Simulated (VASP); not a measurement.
# Li2O (I4/mmm) in VASP: further runs, part 2 of 2

VASP 6.6.1. The steps go on from the part before.

### Step 5. Single point, r2SCAN (in-plane strain +0.005, then relaxed in part)

Input file POSCAR:

```
Li2O
1.0
    2.2978729215      2.2978729215      0.0000000000
   -2.2978729215      2.2978729215      0.0000000000
    0.0000000000      2.2978729215      2.2842060564
Li O
2 1
Direct
    0.2500000000      0.7500000000      0.5000000000
    0.7500000000      0.2500000000      0.5000000000
    0.0000000000      0.0000000000      0.0000000000
```

Input file INCAR.step1:

```
ALGO     = Normal         # electronic algorithm
EDIFF    = 1E-5           # SCF threshold, eV
ENCUT    = 830            # plane-wave cutoff, eV
GGA      = PE             # functional
GGA_COMPAT= F            
ISMEAR   = 0              # smearing method
LASPH    = T              # aspherical terms in the spheres
LCHARG   = F              # write CHGCAR
LREAL    = F              # projectors in reciprocal space
LWAVE    = T              # write WAVECAR
NBANDS   = 13             # bands
NELM     = 120            # most SCF steps
PREC     = Accurate       # precision mode
SIGMA    = 0.01           # smearing width, eV
```

Input file INCAR.step2:

```
ALGO     = Normal         # electronic algorithm
EDIFF    = 1E-6           # SCF threshold, eV
ENCUT    = 830            # plane-wave cutoff, eV
GGA_COMPAT= F            
ISIF     = 2              # what is computed and relaxed
ISMEAR   = 0              # smearing method
ISTART   = 1            
LASPH    = T              # aspherical terms in the spheres
LCHARG   = T              # write CHGCAR
LELF     = T              # ELF
LMIXTAU  = T            
LREAL    = F              # projectors in reciprocal space
LVHAR    = T            
LWAVE    = F              # write WAVECAR
METAGGA  = R2SCAN         # meta-GGA
NBANDS   = 13             # bands
NELM     = 120            # most SCF steps
PREC     = Accurate       # precision mode
SIGMA    = 0.01           # smearing width, eV
```

Input file KPOINTS:

```
k-points
0
Gamma
  8 8 8
```

The run is started by

```sh
> cat potpaw_PBE.64/Li_sv/POTCAR potpaw_PBE.64/O/POTCAR > POTCAR
> cp INCAR.step1 INCAR
> mpirun -np 1 vasp_std > vasp.out
> cp INCAR.step2 INCAR
> mpirun -np 1 vasp_std > vasp.out
```

Wall time 4 min (1 thread of Intel Xeon 8259CL, shared host); peak memory 0.19 GiB.

Results (log left out):

```
Free energy            : -16.8414 eV
Pressure               : -0.9 GPa
Band gap on the k mesh : 5.69 eV (least direct gap 6.26 eV)
```

Stress tensor (GPa, compression positive):
```
-1.25  0.00  0.00
 0.00 -1.25  0.00
 0.00  0.00 -0.06
```

Levels at points of the mesh, in eV from the valence-band top:
| k point | band 3 | band 4 | band 5 | band 6 | band 7 | band 8 | band 9 | band 10 |
| --- | --- | --- | --- | --- | --- | --- | --- | --- |
| (0.00, 0.00, 0.00) | -16.42 | -0.02 | -0.02 | 0.00 | 6.26 | 13.18 | 13.24 | 13.24 |
| (0.50, 0.00, 0.00) | -16.21 | -2.78 | -0.48 | -0.45 | 10.21 | 11.07 | 13.12 | 13.21 |
| (0.50, 0.50, 0.00) | -16.18 | -1.59 | -1.42 | -1.42 | 5.71 | 14.88 | 15.02 | 16.28 |
| (0.00, 0.00, 0.50) | -16.17 | -1.58 | -1.45 | -1.45 | 5.69 | 14.92 | 14.92 | 16.39 |

Caveat: the cell differs from its parent crystal (in-plane strain +0.005, then relaxed in part); the PAW data sets were made with another functional, which shifts forces and pressure a little. A k mesh can miss the band edges.

### Step 6. Single point, r2SCAN (in-plane strain +0.005)

POSCAR, as its differences from that of step 5:

```diff
@@ -4,3 +4,3 @@
    -2.2978729215      2.2978729215      0.0000000000
-    0.0000000000      2.2978729215      2.2842060564
+    0.0000000000      2.2978729215      2.2795813957
 Li O
```

Input file INCAR.step1:

```
SYSTEM = Li2O
PREC = Accurate
ENCUT = 830
ISMEAR = 0
SIGMA = 0.01
LREAL = .FALSE.
LASPH = .TRUE.
NELM = 120
NBANDS = 13
GGA = PE
ALGO = Normal
EDIFF = 1E-5
LWAVE = .TRUE.
LCHARG = .FALSE.
GGA_COMPAT = .FALSE.
```

Input file INCAR.step2:

```
SYSTEM = Li2O
PREC = Accurate
ENCUT = 830
EDIFF = 1E-6
ISMEAR = 0
SIGMA = 0.01
LREAL = .FALSE.
LASPH = .TRUE.
NELM = 120
ALGO = Normal
ISIF = 2
LWAVE = .FALSE.
LCHARG = .TRUE.
METAGGA = R2SCAN
LMIXTAU = .TRUE.
LELF = .TRUE.
LVHAR = .TRUE.
NBANDS = 13
ISTART = 1
GGA_COMPAT = .FALSE.
```

Input file KPOINTS:

```
Automatic mesh
0
G
  8 8 8
  0 0 0
```

Potentials or basis: VASP PAW PBE potentials, release 64 (Li_sv, O).

The run is started by

```sh
> cat potpaw_PBE.64/Li_sv/POTCAR potpaw_PBE.64/O/POTCAR > POTCAR
> cp INCAR.step1 INCAR
> mpirun -np 1 vasp_std > vasp.out
> cp INCAR.step2 INCAR
> mpirun -np 1 vasp_std > vasp.out
```

It took 4.5 min on 1 thread of Intel Xeon 8259CL, shared host; peak memory 0.19 GiB.

Results (log left out):

| Quantity | Value |
| --- | --- |
| Free energy | -16.8412 eV |
| Pressure | -0.7 GPa |
| Band gap on the k mesh | 5.68 eV (least direct gap 6.27 eV) |

Stress tensor (GPa, compression positive):
```
-1.19  0.00  0.00
 0.00 -1.19  0.00
 0.00  0.00  0.38
```

Levels at points of the mesh, in eV from the valence-band top:
| k point | band 3 | band 4 | band 5 | band 6 | band 7 | band 8 | band 9 | band 10 |
| --- | --- | --- | --- | --- | --- | --- | --- | --- |
| (0.00, 0.00, 0.00) | -16.42 | -0.02 | -0.02 | 0.00 | 6.27 | 13.17 | 13.25 | 13.25 |
| (0.50, 0.00, 0.00) | -16.22 | -2.79 | -0.49 | -0.45 | 10.22 | 11.09 | 13.12 | 13.23 |
| (0.50, 0.50, 0.00) | -16.18 | -1.60 | -1.42 | -1.42 | 5.71 | 14.88 | 15.07 | 16.29 |
| (0.00, 0.00, 0.50) | -16.17 | -1.58 | -1.46 | -1.46 | 5.68 | 14.93 | 14.94 | 16.44 |

Caveat: the cell differs from its parent crystal (in-plane strain +0.005); the PAW data sets were made with another functional, which shifts forces and pressure a little. A k mesh can miss the band edges.

### Step 7. Single point, r2SCAN (film at in-plane strain +0.005)

POSCAR, as its differences from that of step 6:

```diff
@@ -4,3 +4,3 @@
    -2.2978729215      2.2978729215      0.0000000000
-    0.0000000000      2.2978729215      2.2795813957
+    0.0000000000      2.2978729215      2.2842060564
 Li O
```

Input file INCAR.step1:

```
SYSTEM = Li2O
  ALGO = Normal
  EDIFF = 1E-5
  ENCUT = 830
  GGA = PE
  GGA_COMPAT = .FALSE.
  ISMEAR = 0
  LASPH = .TRUE.
  LCHARG = .FALSE.
  LREAL = .FALSE.
  LWAVE = .TRUE.
  NBANDS = 13
  NELM = 120
  PREC = Accurate
  SIGMA = 0.01
```

Input file INCAR.step2:

```
SYSTEM = Li2O
  ALGO = Normal
  EDIFF = 1E-6
  ENCUT = 830
  GGA_COMPAT = .FALSE.
  ISIF = 2
  ISMEAR = 0
  ISTART = 1
  LASPH = .TRUE.
  LCHARG = .FALSE.
  LMIXTAU = .TRUE.
  LREAL = .FALSE.
  LWAVE = .FALSE.
  METAGGA = R2SCAN
  NBANDS = 13
  NELM = 120
  PREC = Accurate
  SIGMA = 0.01
```

Input file KPOINTS:

```
k-points
0
G
  8 8 8
  0 0 0
```

The run is started by

```sh
> cat potpaw_PBE.64/Li_sv/POTCAR potpaw_PBE.64/O/POTCAR > POTCAR
> cp INCAR.step1 INCAR
> mpirun -np 1 vasp_std > vasp.out
> cp INCAR.step2 INCAR
> mpirun -np 1 vasp_std > vasp.out
```

Wall time 2.3 min (1 thread of Intel Xeon 8259CL, shared host); peak memory 0.19 GiB.

Results (log left out):

* Free energy: -16.8414 eV
* Pressure: -0.9 GPa
* Band gap on the k mesh: 5.69 eV (least direct gap 6.26 eV)

Stress tensor (GPa, compression positive):
```
-1.25  0.00  0.00
 0.00 -1.25  0.00
 0.00  0.00 -0.06
```

Levels at points of the mesh, in eV from the valence-band top:
```tsv
k point	band 3	band 4	band 5	band 6	band 7	band 8	band 9	band 10
(0.00, 0.00, 0.00)	-16.42	-0.02	-0.02	0.00	6.26	13.18	13.24	13.24
(0.50, 0.00, 0.00)	-16.21	-2.78	-0.48	-0.45	10.21	11.07	13.12	13.21
(0.50, 0.50, 0.00)	-16.18	-1.59	-1.42	-1.42	5.71	14.88	15.02	16.28
(0.00, 0.00, 0.50)	-16.17	-1.58	-1.45	-1.45	5.69	14.92	14.92	16.39
```

Caveat: the cell differs from its parent crystal (film at in-plane strain +0.005); the PAW data sets were made with another functional, which shifts forces and pressure a little. A k mesh can miss the band edges.

### Step 8. Overview

```tsv
cell	gap on the mesh (eV)	pressure (GPa)
a = 3.201, b = 3.201, c = 3.221 Å, angles 60.2, 60.2, 90.0°, 3 atoms	5.74	2.0
a = 3.217, b = 3.217, c = 3.227 Å, angles 60.1, 60.1, 90.0°, 3 atoms	5.74	1.1
a = 3.217, b = 3.217, c = 3.230 Å, angles 60.1, 60.1, 90.0°, 3 atoms	5.73	0.9
a = 3.250, b = 3.250, c = 3.240 Å, angles 59.9, 59.9, 90.0°, 3 atoms	5.69	-0.9
a = 3.250, b = 3.250, c = 3.237 Å, angles 59.9, 59.9, 90.0°, 3 atoms	5.68	-0.7
```

Alike in all rows: task single point; level r2SCAN; potentials or basis VASP PAW PBE potentials, release 64 (Li_sv, O); no spin polarisation; k mesh 8 × 8 × 8; cutoff (eV) 830; smearing gaussian 0.01 eV.

Caveats: the PAW data sets were made with another functional, which shifts forces and pressure a little.

Absolute energies hang on the potentials; compare differences alone.
